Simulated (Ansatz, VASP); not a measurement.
## Au2I3: VASP beside Ansatz

INCAR

```
ALGO = Normal
EDIFF = 1E-6
EDIFFG = -0.04
ENCUT = 600
GGA = PE
IBRION = 2
ISIF = 3
ISMEAR = 0
LASPH = True
LCHARG = False
LREAL = False
LWAVE = False
NELM = 60
NSW = 90
PREC = Accurate
SIGMA = 0.1
```

KPOINTS

```
k-points
0
Gamma
  6 6 2
```

The input POSCAR:

```
Au2I3
1.0
    4.9222267899      0.0000000000      0.0000000000
   -2.4611133949      4.2627734432      0.0000000000
    0.0000000000      0.0000000000      7.6581853355
Au I
2 3
Direct
    0.3333333333      0.6666666667      0.2450000000
    0.6666666667      0.3333333333      0.7550000000
    0.0000000000      0.0000000000      0.0000000000
    0.3333333333      0.6666666667      0.6450000000
    0.6666666667      0.3333333333      0.3550000000
```

Input for Ansatz:

```yaml
crystal:
  lattice:
    - [4.9222267899, 0.0, 0.0]
    - [-2.4611133949, 4.2627734432, 0.0]
    - [0.0, 0.0, 7.6581853355]
  atoms:
    - { symbol: Au, position: [0.3333333333, 0.6666666667, 0.245] }
    - { symbol: Au, position: [0.6666666667, 0.3333333333, 0.755] }
    - { symbol: I, position: [0.0, 0.0, 0.0] }
    - { symbol: I, position: [0.3333333333, 0.6666666667, 0.645] }
    - { symbol: I, position: [0.6666666667, 0.3333333333, 0.355] }
basis:
  ecutwfc: 420
kpoints:
  mp_grid: { grid: [6, 6, 2] }
hamiltonian:
  xc: pbe
scf:
  occupations: { method: gaussian, width: 0.1 }
  lower_state_search: "off"
output:
  forces: true
  stress: true
  eigenvalues: true
relax:
  adjacent_minimum: "off"
  f_tol: 0.04
  max_steps: 70
  cell: { stress_tol: 0.4 }
```

Alike in both runs: task relaxation of cell and atoms; functional PBE; k mesh 6 × 6 × 2; occupations gaussian, width 0.1 eV; no spin polarisation.

|  | VASP | Ansatz |
| --- | --- | --- |
| version | VASP 6.6.1 | Ansatz 0.2.0 |
| potentials or method | VASP PAW PBE potentials, release 64 (Au, I), cutoff 600 eV | scalar-relativistic, plane waves, PAW |
| valence electrons in the cell | 43 | 89 |

|  | VASP | Ansatz | Ansatz less VASP |
| --- | --- | --- | --- |
| gap on the k mesh at the Fermi level, each at its own relaxed structure (eV) | none | none | - |
| relaxed volume (Å³/atom) | 32.76 | 33.23 | +0.468 |
| relaxed cell length with the largest relative difference (Å) | 10.083 | 10.363 | +0.2805 |

A gap of «none» marks a metal or a gap that the smearing closes. VASP's potentials hold 43 valence electrons a cell and Ansatz's 89, so a difference there can come from the potentials and not from the codes.

The k mesh is coarse, so the values compare programs but aren't converged. Spin-orbit coupling is off throughout.
